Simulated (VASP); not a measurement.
# Al2Cu (P4/mmm) in VASP: relaxation of cell and atoms with r2SCAN

Aim: the relaxation of cell and atoms of Al2Cu with r2SCAN.

All numbers are computed with VASP 6.6.1; they aren't measurements. Logs are shortened: lines on timing, memory, paths and dates and some standing lists are left out, and cuts for length are marked.

### 1 The cell of the first run

The structure is tetragonal, space group P4/mmm (No. 123). The conventional cell has a = 4.105 Å, b = 4.105 Å, c = 2.891 Å, α = 90.00°, β = 90.00°, γ = 90.00°. Al (site symmetry mmm) has 4 Cu at 2.51 Å and 6 Al at 2.89 to 2.90 Å within 3.3 Å. Within 3.3 Å of Cu (site symmetry 4/mmm) lie 8 Al at 2.51 Å and 2 Cu at 2.89 Å.

### 2 Relaxation of cell and atoms, r2SCAN

The input, POSCAR:

```
Al2Cu
1.0
    4.1051820000      0.0000000000      0.0000000000
    0.0000000000      4.1051820000      0.0000000000
    0.0000000000      0.0000000000      2.8913130000
Al Cu
2 1
Direct
    0.5000000000      0.0000000000      0.5000000000
    0.0000000000      0.5000000000      0.5000000000
    0.0000000000      0.0000000000      0.0000000000
```

The input, INCAR.step1:

```
PREC     = Accurate       # precision mode
ENCUT    = 600            # plane-wave cutoff, eV
ISMEAR   = 0              # smearing method
SIGMA    = 0.1            # smearing width, eV
LREAL    = F              # projectors in reciprocal space
LASPH    = T              # aspherical terms in the spheres
NELM     = 60             # most SCF steps
GGA      = PE             # functional
ALGO     = Normal         # electronic algorithm
EDIFF    = 1E-4           # SCF threshold, eV
LWAVE    = T              # write WAVECAR
LCHARG   = F              # write CHGCAR
```

The input, INCAR.step2:

```
PREC     = Accurate       # precision mode
ENCUT    = 600            # plane-wave cutoff, eV
EDIFF    = 1E-6           # SCF threshold, eV
ISMEAR   = 0              # smearing method
SIGMA    = 0.1            # smearing width, eV
LREAL    = F              # projectors in reciprocal space
LASPH    = T              # aspherical terms in the spheres
NELM     = 60             # most SCF steps
ALGO     = Normal         # electronic algorithm
ISIF     = 3              # what is computed and relaxed
LWAVE    = F              # write WAVECAR
LCHARG   = F              # write CHGCAR
METAGGA  = R2SCAN         # meta-GGA
LMIXTAU  = T            
IBRION   = 2              # ionic algorithm
NSW      = 100            # ionic steps
EDIFFG   = -0.01          # ionic threshold
ISTART   = 1
```

The input, KPOINTS:

```
Automatic mesh
0
Gamma
  12 12 16
```

Potentials or basis: VASP PAW PBE potentials, release 64 (Al, Cu).

Run with:

```console
> cat potpaw_PBE.64/Al/POTCAR potpaw_PBE.64/Cu/POTCAR > POTCAR
> cp INCAR.step1 INCAR
> mpirun -np 1 vasp_std > vasp.out
> cp INCAR.step2 INCAR
> mpirun -np 1 vasp_std > vasp.out
```

OUTCAR:

```text
PREC = Accurate
   ENCUT = 600
   EDIFF = 1E-6
   ISMEAR = 0
   LREAL = F
   LASPH = T
   NELM = 60
   ISIF = 3
   METAGGA = R2SCAN
   IBRION = 2
   NSW = 100
   EDIFFG = -0.01
   ISTART = 1

 ion  position               nearest neighbor table
   1  0.500  0.000  0.500-   3 2.51   3 2.51   3 2.51   3 2.51   2 2.90   2 2.90   2 2.90   2 2.90

   2  0.000  0.500  0.500-   3 2.51   3 2.51   3 2.51   3 2.51   1 2.90   1 2.90   1 2.90   1 2.90

   3  0.000  0.000  0.000-   1 2.51   2 2.51   1 2.51   2 2.51   2 2.51   2 2.51   1 2.51   1 2.51

  LATTYP: Found a simple tetragonal cell.
 ALAT       =     4.1051820000
 C/A-ratio  =     0.7043081159

  Lattice vectors:

 A1 = (   4.1051820000,   0.0000000000,   0.0000000000)
 A2 = (   0.0000000000,   4.1051820000,   0.0000000000)
 A3 = (   0.0000000000,   0.0000000000,   2.8913130000)

Analysis of symmetry for initial positions (statically):
=====================================================================
 Subroutine PRICEL returns:
 Original cell was already a primitive cell.

 Routine SETGRP: Setting up the symmetry group for a
 simple tetragonal supercell.

 Subroutine GETGRP returns: Found 16 space group operations
 (whereof 16 operations were pure point group operations)
 out of a pool of 16 trial point group operations.

The static configuration has the point symmetry D_4h.

Analysis of symmetry for dynamics (positions and initial velocities):
=====================================================================
 Subroutine PRICEL returns:
 Original cell was already a primitive cell.

 Routine SETGRP: Setting up the symmetry group for a
 simple tetragonal supercell.

 Subroutine GETGRP returns: Found 16 space group operations
 (whereof 16 operations were pure point group operations)
 out of a pool of 16 trial point group operations.

The dynamic configuration has the point symmetry D_4h.

 Subroutine INISYM returns: Found 16 space group operations
 (whereof 16 operations are pure point group operations),
 and found     1 'primitive' translations

----------------------------------------------------------------------------------------

                                     Primitive cell

  volume of cell :      48.7259

  direct lattice vectors                    reciprocal lattice vectors
[... 109 lines left out ...]
     AMIX_MAG =   1.60;   BMIX_MAG =  1.00
  volume/ion in A,a.u.               =      16.24       109.61
  Fermi-wavevector in a.u.,A,eV,Ry     =   1.152492  2.177894 18.071765  1.328237
  Thomas-Fermi vector in A             =   2.289142
   LORBIT       =      0    0 simple, 1 ext, 2 COOP (PROOUT), +10 PAW based schemes
   METAGGA = R2SCAN    functional components
   LHFCALC =     F    Hartree Fock is set to
   AEXX    =    0.0000 exact exchange contribution
   IVDW    =     0    specifies the selected vdW correction
   LEPSILON=     F    determine dielectric tensor
   LRPA    =     F    only Hartree local field effects (RPA)
 conjugate gradient relaxation of ions
 non-spin polarized calculation
 Gauss-broadening in eV      SIGMA  =   0.10
  energy-cutoff  :      600.00
  volume of cell :       48.73
 maximum number of plane-waves:      1662
 NGX is ok and might be reduce to    36
   NGX = 17   NGY = 17   NGZ = 11

--------------------------------------- Ionic step        1  -------------------------------------------

 number of electron      16.9999992 magnetization

 Free energy of the ion-electron system (eV)
  ---------------------------------------------------
  ext. energy  EPLUGINS =         0.00000000
  ---------------------------------------------------
  free energy    TOTEN  =       -24.40781544 eV

  energy without entropy =      -24.40382009  energy(sigma->0) =      -24.40581777

------------------------ aborting loop because EDIFF is reached ----------------------------------------

  FORCE on cell =-STRESS in cart. coord.  units (eV):
  Direction    XX          YY          ZZ          XY          YZ          ZX
  --------------------------------------------------------------------------------------
  -------------------------------------------------------------------------------------
  Total       -0.4977064     -0.4977064     -1.1255720      0.0000000      0.0000000      0.0000000
  in kB      -16.3652945    -16.3652945    -37.0104115      0.0000000      0.0000000      0.0000000
  external PRESSURE =     -23.2470002 kB  Pullay stress =       0.0000000 kB
[... 172 lines left out ...]
--------------------------------------- Ionic step        6  -------------------------------------------

 number of electron      16.9999996 magnetization

 Free energy of the ion-electron system (eV)
  ---------------------------------------------------
  ext. energy  EPLUGINS =         0.00000000
  ---------------------------------------------------
  free energy    TOTEN  =       -24.41952435 eV

  energy without entropy =      -24.41637154  energy(sigma->0) =      -24.41794795

 E-fermi :   7.3116     XC(G=0): -11.2204

 val. band max:        7.3080219128   @ k =   0.4167   0.1667   0.3125
 cond. band min:       7.3256609399   @ k =   0.1667   0.1667   0.4375
 fundamental gap:      0.0176390271
 Fermi energy:         7.3116388974

 k-point     1 :       0.0000    0.0000    0.0000
  band No.  band energies     occupation
      1      -3.9320      2.00000
      2       1.5958      2.00000
      3       2.1160      2.00000
      4       2.8001      2.00000
      5       3.0841      2.00000
      6       3.0841      2.00000
      7       4.6335      2.00000
      8       4.6335      2.00000
      9       7.3321      0.77198
     10       8.3041      0.00000
     11      13.8998      0.00000
     12      13.8998      0.00000
[... 331 lines left out ...]
 k-point    24 :       0.4167    0.3333    0.0000
  band No.  band energies     occupation
      1      -1.5468      2.00000
      2       0.2524      2.00000
      3       1.2812      2.00000
      4       2.1239      2.00000
      5       2.7845      2.00000
      6       3.0629      2.00000
      7       3.0689      2.00000
      8       3.1262      2.00000
      9       5.4068      2.00000
     10      13.8539      0.00000
     11      15.2124      0.00000
     12      16.1578      0.00000

 [... further k-points ...]

------------------------ aborting loop because EDIFF is reached ----------------------------------------

  FORCE on cell =-STRESS in cart. coord.  units (eV):
  Direction    XX          YY          ZZ          XY          YZ          ZX
  --------------------------------------------------------------------------------------
  -------------------------------------------------------------------------------------
  Total        0.0160950      0.0160950      0.0287271      0.0000000      0.0000000      0.0000000
  in kB        0.5417870      0.5417870      0.9670075      0.0000000      0.0000000      0.0000000
  external PRESSURE =       0.6835272 kB  Pullay stress =       0.0000000 kB
[... 18 lines left out ...]
  FREE ENERGIE OF THE ION-ELECTRON SYSTEM (eV)
  ---------------------------------------------------
  free  energy   TOTEN  =       -24.4195243524 eV

  energy  without entropy=      -24.4163715428  energy(sigma->0) =      -24.41794795

 reached required accuracy - stopping structural energy minimisation
```

Run time: 63 min. Hardware: 1 thread of Oxide Virtual Turin-like, shared host; peak memory 0.31 GiB.

Results:

```yaml
Free_energy: -24.4195 eV
Relaxed_volume: 15.87 Å³/atom
Relaxed_cell: a = 4.096 Å, b = 4.096 Å, c = 2.837 Å, α = 90.00°, β = 90.00°, γ = 90.00°
Space_group_after_relaxing_to_0.1_Å: P4/mmm (No. 123)
Energy_gained_by_relaxing: 3.9 meV/atom
Ionic_steps: 6
Pressure_after_relaxing: 0.1 GPa
Band_gap_on_the_k_mesh: zero (an odd number of electrons rules out a gap without spin polarisation)
```

Step by step:
```csv
step,energy change (eV),largest force (eV/Å),pressure (GPa),volume (Å³)
1,0.0000,0.0000,-2.32,48.73
2,-0.0093,0.0000,1.20,47.08
3,-0.0105,0.0000,0.24,47.50
4,-0.0116,0.0000,0.21,47.57
5,-0.0117,0.0000,0.11,47.60
6,-0.0117,0.0000,0.07,47.60
```

Final structure:
```
Al Cu
1.0
     4.09579    0.00000    0.00000
     0.00000    4.09579    0.00000
     0.00000    0.00000    2.83725
Al Cu
2 1
Direct
  0.50000 0.00000 0.50000
  0.00000 0.50000 0.50000
  0.00000 0.00000 0.00000
```

Caveat: the PAW data sets were made with another functional, which shifts forces and pressure a little.
